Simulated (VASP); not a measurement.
# MgO (P6_3/mmc) in VASP: single point with PBEsol

Aim: the single point of MgO with PBEsol.

Everything below comes from runs of VASP 6.6.1. Logs are shortened: lines on timing, memory, paths and dates and some standing lists are left out, and cuts for length are marked.

### Step 1. The cell of the first run

The structure is hexagonal, space group P6_3/mmc (No. 194). Conventional cell: a = 3.486 Å, b = 3.486 Å, c = 4.178 Å, α = 90.00°, β = 90.00°, γ = 120.00°. Within 2.7 Å of Mg (site symmetry -6m2) lie 5 O at 2.01 to 2.09 Å. Within 2.7 Å of O (site symmetry -6m2) lie 5 Mg at 2.01 to 2.09 Å.

### Step 2. Single point, PBEsol

File INCAR:

```
SYSTEM = MgO
PREC = Accurate ; ENCUT = 600
EDIFF = 1E-6 ; ISMEAR = 0
SIGMA = 0.01 ; LREAL = .False.
LASPH = .True. ; NELM = 120
ALGO = Normal ; ISIF = 2
LWAVE = .False. ; LCHARG = .False.
GGA = PS ; NBANDS = 16
GGA_COMPAT = .False.
```

File KPOINTS:

```
Automatic mesh
0
Gamma
  5 5 3
  0 0 0
```

File POSCAR:

```
MgO
1.0
    3.4863778600      0.0000000000      0.0000000000
   -1.7431889300      3.0192918000      0.0000000000
    0.0000000000      0.0000000000      4.1780412200
Mg O
2 2
Direct
    0.6666666707      0.3333333300      0.7499999988
    0.3333333293      0.6666666700      0.2499999988
    0.6666666707      0.3333333300      0.2499999988
    0.3333333293      0.6666666700      0.7499999988
```

Potentials or basis: VASP PAW PBE potentials, release 64 (Mg, O).

The run is started by

```console
$ cat potpaw_PBE.64/Mg/POTCAR potpaw_PBE.64/O/POTCAR > POTCAR
$ mpirun -np 1 vasp_std > vasp.out
```

OUTCAR:

```text
SYSTEM = MgO
   PREC = Accurate
   ENCUT = 600
   EDIFF = 1E-6
   ISMEAR = 0
   LREAL = .False.
   LASPH = .True.
   NELM = 120
   ISIF = 2
   GGA = PS

 ion  position               nearest neighbor table
   1  0.667  0.333  0.750-   4 2.01   4 2.01   4 2.01   3 2.09   3 2.09   2 2.90   2 2.90   2 2.90
                             2 2.90   2 2.90   2 2.90
   2  0.333  0.667  0.250-   3 2.01   3 2.01   3 2.01   4 2.09   4 2.09   1 2.90   1 2.90   1 2.90
                             1 2.90   1 2.90   1 2.90
   3  0.667  0.333  0.250-   2 2.01   2 2.01   2 2.01   1 2.09   1 2.09
   4  0.333  0.667  0.750-   1 2.01   1 2.01   1 2.01   2 2.09   2 2.09

  LATTYP: Found a hexagonal cell.
 ALAT       =     3.4863778600
 C/A-ratio  =     1.1983902456

  Lattice vectors:

 A1 = (   3.4863778600,   0.0000000000,   0.0000000000)
 A2 = (  -1.7431889300,   3.0192918000,   0.0000000000)
 A3 = (   0.0000000000,   0.0000000000,   4.1780412200)

Analysis of symmetry for initial positions (statically):
=====================================================================
 Subroutine PRICEL returns:
 Original cell was already a primitive cell.

 Routine SETGRP: Setting up the symmetry group for a
 hexagonal supercell.

 Subroutine GETGRP returns: Found 24 space group operations
 (whereof 12 operations were pure point group operations)
 out of a pool of 24 trial point group operations.

The static configuration has the point symmetry D_3d.
 The point group associated with its full space group is D_6h.

Analysis of symmetry for dynamics (positions and initial velocities):
=====================================================================
 Subroutine PRICEL returns:
 Original cell was already a primitive cell.

 Routine SETGRP: Setting up the symmetry group for a
 hexagonal supercell.

 Subroutine GETGRP returns: Found 24 space group operations
 (whereof 12 operations were pure point group operations)
 out of a pool of 24 trial point group operations.

The dynamic configuration has the point symmetry D_3d.
 The point group associated with its full space group is D_6h.

 Subroutine INISYM returns: Found 24 space group operations
 (whereof 12 operations are pure point group operations),
 and found     1 'primitive' translations

----------------------------------------------------------------------------------------

                                     Primitive cell

  volume of cell :      43.9797

  direct lattice vectors                    reciprocal lattice vectors
     3.486377860  0.000000000  0.000000000     0.286830642  0.165601748  0.000000000
    -1.743188930  3.019291800  0.000000000     0.000000000  0.331203496  0.000000000
     0.000000000  0.000000000  4.178041220     0.000000000  0.000000000  0.239346609

  length of vectors
     3.486377860  3.486377865  4.178041220     0.331203497  0.331203496  0.239346609

  position of ions in fractional coordinates (direct lattice)
     0.666666671  0.333333330  0.749999999
     0.333333329  0.666666670  0.249999999
     0.666666671  0.333333330  0.249999999
     0.333333329  0.666666670  0.749999999

  ion indices of the primitive-cell ions
   primitive index   ion index
                 1           1
                 2           2
                 3           3
                 4           4

----------------------------------------------------------------------------------------

 KPOINTS: Automatic mesh

Automatic generation of k-mesh.
 Grid dimensions read from file:
 generate k-points for:    5    5    3

 Generating k-lattice:

  Cartesian coordinates                     Fractional coordinates (reciprocal lattice)
     0.057366128  0.033120350  0.000000000     0.200000000  0.000000000  0.000000000
     0.000000000  0.066240699  0.000000000     0.000000000  0.200000000  0.000000000
     0.000000000  0.000000000  0.079782203     0.000000000  0.000000000  0.333333333

  Length of vectors
     0.066240699  0.066240699  0.079782203

  Shift w.r.t. Gamma in fractional coordinates (k-lattice)
     0.000000000  0.000000000  0.000000000

 Subroutine IBZKPT returns following result:
 ===========================================

 Found     10 irreducible k-points:

 Following reciprocal coordinates:
            Coordinates               Weight
  0.000000  0.000000  0.000000      1.000000
  0.200000  0.000000  0.000000      6.000000
  0.400000  0.000000  0.000000      6.000000
  0.200000  0.200000  0.000000      6.000000
  0.400000  0.200000  0.000000      6.000000
  0.000000  0.000000  0.333333      2.000000
  0.200000  0.000000  0.333333     12.000000
  0.400000  0.000000  0.333333     12.000000
  0.200000  0.200000  0.333333     12.000000
  0.400000  0.200000  0.333333     12.000000
   k-points           NKPTS =     10   k-points in BZ     NKDIM =     10   number of bands    NBANDS=     16
   number of dos      NEDOS =    301   number of ions     NIONS =      4
   total plane-waves  NPLWV =  28224
   dimension x,y,z NGX =    28 NGY =   28 NGZ =   36
   dimension x,y,z NGXF=    56 NGYF=   56 NGZF=   72
   ions per type =               2   2
   NGX,Y,Z   is equivalent  to a cutoff of  13.35, 13.35, 14.32 a.u.
   NGXF,Y,Z  is equivalent  to a cutoff of  26.70, 26.70, 28.65 a.u.
 SYSTEM =  MgO
   PREC   = accura    normal or accurate (medium, high low for compatibility)
   ISTART =      0    job   : 0-new  1-cont  2-samecut
   ICHARG =      2    charge: 1-file 2-atom 10-const
   ISPIN  =      1    spin polarized calculation?
   LNONCOLLINEAR =      F non collinear calculations
   LSORBIT =      F    spin-orbit coupling
   LASPH  =      T    aspherical Exc in radial PAW
   ENCUT  =  600.0 eV  44.10 Ry    6.64 a.u.   6.96  6.96  8.34*2*pi/ulx,y,z
   NELM   =    120;   NELMIN=  2; NELMDL= -5     # of ELM steps
   EDIFF  = 0.1E-05   stopping-criterion for ELM
   LREAL  =      F    real-space projection
   EDIFFG = 0.1E-04   stopping-criterion for IOM
   NSW    =      0    number of steps for IOM
   IBRION =     -1    ionic relax: 0-MD 1-quasi-New 2-CG
   NFREE  =      0    steps in history (QN), initial steepest desc. (CG)
   ISIF   =      2    stress and relaxation
   ISYM   =      2    0-nonsym 1-usesym 2-fastsym
   POTIM  = 0.5000    time-step for ionic-motion
   TEBEG  =    0.0;   TEEND  =   0.0 temperature during run
   PSTRESS=    0.0 pullay stress
   NELECT =      16.0000    total number of electrons
   NUPDOWN=      -1.0000    fix difference up-down
   EMIN   =  10.00;   EMAX   =-10.00  energy-range for DOS
   EFERMI =   0.00;   METHOD = LEGACY
   ISMEAR =     0;   SIGMA  =   0.01  broadening in eV -4-tet -1-fermi 0-gaus
   EFERMI_NEDOS =   21; number of points for ismear=-14 and -15
   IALGO  =     38    algorithm
   IMIX   =      4    mixing-type and parameters
     AMIX     =   0.40;   BMIX     =  1.00
     AMIX_MAG =   1.60;   BMIX_MAG =  1.00
  volume/ion in A,a.u.               =      10.99        74.20
  Fermi-wavevector in a.u.,A,eV,Ry     =   1.168685  2.208494 18.583167  1.365824
  Thomas-Fermi vector in A             =   2.305168
   LORBIT       =      0    0 simple, 1 ext, 2 COOP (PROOUT), +10 PAW based schemes
   GGA     = PS    functional components
   LHFCALC =     F    Hartree Fock is set to
   AEXX    =    0.0000 exact exchange contribution
   IVDW    =     0    specifies the selected vdW correction
   LEPSILON=     F    determine dielectric tensor
   LRPA    =     F    only Hartree local field effects (RPA)
 non-spin polarized calculation
 Gauss-broadening in eV      SIGMA  =   0.01
  energy-cutoff  :      600.00
  volume of cell :       43.98
 maximum number of plane-waves:      1489
 NGX is ok and might be reduce to    28
   NGX = 13   NGY = 13   NGZ = 17

 number of electron      15.9999998 magnetization

 Free energy of the ion-electron system (eV)
  ---------------------------------------------------
  ext. energy  EPLUGINS =         0.00000000
  ---------------------------------------------------
  free energy    TOTEN  =       -24.76288529 eV

  energy without entropy =      -24.76288529  energy(sigma->0) =      -24.76288529

 E-fermi :   1.9810     XC(G=0): -10.3126

 val. band max:        1.8824191613   @ k =   0.0000   0.0000   0.0000
 cond. band min:       5.1964843302   @ k =   0.0000   0.0000   0.0000
 fundamental gap:      3.3140651688
 Fermi energy:         1.9810436627

 k-point     1 :       0.0000    0.0000    0.0000
  band No.  band energies     occupation
      1     -14.9887      2.00000
      2     -13.5573      2.00000
      3      -1.8120      2.00000
      4       0.1261      2.00000
      5       0.1261      2.00000
      6       1.0695      2.00000
[... 8 lines left out ...]
     15      17.3445      0.00000
     16      17.4471      0.00000

 k-point     2 :       0.2000    0.0000    0.0000
  band No.  band energies     occupation
      1     -14.7964      2.00000
      2     -13.5963      2.00000
      3      -1.5036      2.00000
      4      -0.5197      2.00000
      5      -0.1331      2.00000
      6       0.4021      2.00000
[... 8 lines left out ...]
     15      16.0981      0.00000
     16      16.4641      0.00000

 k-point     3 :       0.4000    0.0000    0.0000
  band No.  band energies     occupation
      1     -14.3827      2.00000
      2     -13.7558      2.00000
      3      -1.5740      2.00000
      4      -0.7514      2.00000
      5      -0.4442      2.00000
      6      -0.0446      2.00000
[... 8 lines left out ...]
     15      16.2277      0.00000
     16      16.5043      0.00000
[... 96 lines left out ...]
 k-point     9 :       0.2000    0.2000    0.3333
  band No.  band energies     occupation
      1     -14.2550      2.00000
      2     -13.8592      2.00000
      3      -1.7297      2.00000
      4      -1.4167      2.00000
      5      -0.3132      2.00000
      6       0.5359      2.00000
[... 8 lines left out ...]
     15      16.7875      0.00000
     16      18.5140      0.00000

 k-point    10 :       0.4000    0.2000    0.3333
  band No.  band energies     occupation
      1     -14.0500      2.00000
      2     -13.9050      2.00000
      3      -1.8884      2.00000
      4      -1.4931      2.00000
      5      -0.8576      2.00000
      6       0.2987      2.00000
[... 8 lines left out ...]
     15      17.1632      0.00000
     16      18.0698      0.00000

------------------------ aborting loop because EDIFF is reached ----------------------------------------

  FORCE on cell =-STRESS in cart. coord.  units (eV):
  Direction    XX          YY          ZZ          XY          YZ          ZX
  --------------------------------------------------------------------------------------
  -------------------------------------------------------------------------------------
  Total        0.1319496      0.1319496      0.2106688      0.0000000      0.0000000      0.0000000
  in kB        4.8069156      4.8069156      7.6746510      0.0000000      0.0000000      0.0000000
  external PRESSURE =       5.7628274 kB  Pullay stress =       0.0000000 kB

 VOLUME and BASIS-vectors are now :
 -----------------------------------------------------------------------------
  energy-cutoff  :      600.00
  volume of cell :       43.98
      direct lattice vectors                 reciprocal lattice vectors
     3.486377860  0.000000000  0.000000000     0.286830642  0.165601748  0.000000000
    -1.743188930  3.019291800  0.000000000     0.000000000  0.331203496  0.000000000
     0.000000000  0.000000000  4.178041220     0.000000000  0.000000000  0.239346609

 POSITION                                       TOTAL-FORCE (eV/Angst)
 -----------------------------------------------------------------------------------
      1.74319      1.00643      3.13353        -0.000000      0.000000      0.000000
     -0.00000      2.01286      1.04451        -0.000000      0.000000      0.000000
      1.74319      1.00643      1.04451         0.000000     -0.000000      0.000000
     -0.00000      2.01286      3.13353        -0.000000      0.000000      0.000000
 -----------------------------------------------------------------------------------
    total drift:                               -0.000017      0.000009      0.000001

  FREE ENERGIE OF THE ION-ELECTRON SYSTEM (eV)
  ---------------------------------------------------
  free  energy   TOTEN  =       -24.7628852915 eV

  energy  without entropy=      -24.7628852915  energy(sigma->0) =      -24.76288529
```

It took 19 s on 1 thread of Intel Xeon 8259CL, shared host; peak memory 0.17 GiB.

What came out:

```yaml
Free_energy: -24.7629 eV
Pressure: 0.6 GPa
Band_gap_on_the_k_mesh: 3.31 eV, direct
```

Caveat: the k points lie up to 0.50 Å⁻¹ apart; the PAW data sets were made with another functional, which shifts forces and pressure a little.
